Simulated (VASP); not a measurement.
NaTaO:

```xyz
3
Lattice="3.7477 0.0000 0.0000 -1.8739 3.2456 0.0000 0.0000 0.0000 3.9473" Properties=species:S:1:pos:R:3 pbc="T T T"
Na    0.0000    0.0000    1.9736
Ta    1.8739    1.0819    0.0000
O     0.0000    0.0000    0.0000
```

The cell was generated, and may not be a known phase.

* Program: VASP 6.6.1
* Task: relaxation of cell and atoms
* Functional: PBE
* Potentials or basis: VASP PAW PBE potentials, release 64 (Na_sv, Ta_sv_GW, O)
* Cutoff: 1130 eV
* k mesh: 6 × 6 × 5
* Occupations: gaussian, width 0.2 eV
* Spin: no spin polarisation

At the start: pressure 2.9 GPa; volume 16.00 Å³/atom.

Q: How do energy, volume and symmetry change on relaxing?

A: Over 6 steps the energy falls by 635.8 meV/atom and the volume is 19.03 Å³/atom (+18.9 %); space group P-6m2 (No. 187, to 0.1 Å) before and after.

The path:
```
step  energy change (eV)  largest force (eV/Å)  pressure (GPa)  volume (Å³)
   1              0.0000                0.0000            2.92        48.01
   2             -1.4427                0.0000            4.90        49.24
   3             -1.6330                0.0000           13.76        49.25
   4             -1.7697                0.0000           -7.75        62.38
   5             -1.8993                0.0000           -0.76        56.56
   6             -1.9073                0.0000           -0.14        57.09
```

Final structure:
```xyz
3
Lattice="3.4522 0.0000 0.0000 -1.7261 2.9897 0.0000 0.0000 0.0000 5.5316" Properties=species:S:1:pos:R:3 pbc="T T T"
Na    3.4522    0.0000    2.7658
Ta    1.7261    0.9966    0.0000
O     3.4522    0.0000    5.5316
```

Caveat: the volume moved by over 15 % at a fixed basis, so the end points are rough.
